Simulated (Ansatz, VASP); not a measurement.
# Two plane-wave programs on ZrH5

```
Zr H
1.0
     0.00000    2.57170    2.72741
     2.57364    0.00000    2.72741
     2.57364    2.57170    0.00000
Zr H
1 5
Direct
  0.33656 0.33656 0.66344
  0.96929 0.42015 0.31753
  0.42015 0.96929 0.29303
  0.70697 0.68247 0.57985
  0.68247 0.70697 0.03071
  0.98689 0.98689 0.01311
```

Alike in both runs: functional PBE; k mesh 5 × 5 × 5; occupations gaussian, width 0.2 eV; no spin polarisation.

Ansatz relaxed the structure, and its values are those at the end. VASP's run is a single point on that final structure, the one shown.

|  | VASP | Ansatz |
| --- | --- | --- |
| version | VASP 6.6.1 | Ansatz 0.2.0 |
| potentials or method | VASP PAW PBE potentials, release 64 (Zr_sv, H), cutoff 500 eV | scalar-relativistic, plane waves, PAW |
| valence electrons in the cell | 17 | 17 |

VASP gave:

- gap on the k mesh at the Fermi level (eV): none
- pressure (GPa): -0.1
- rms of the force components (eV/Å): 0.004

Estimate Ansatz's values.

gap on the k mesh at the Fermi level (eV): none; pressure (GPa): 0.0; rms of the force components (eV/Å): 0.003.

A gap of «none» marks a metal or a gap that the smearing closes.

The k mesh is coarse, so the values compare programs but aren't converged.
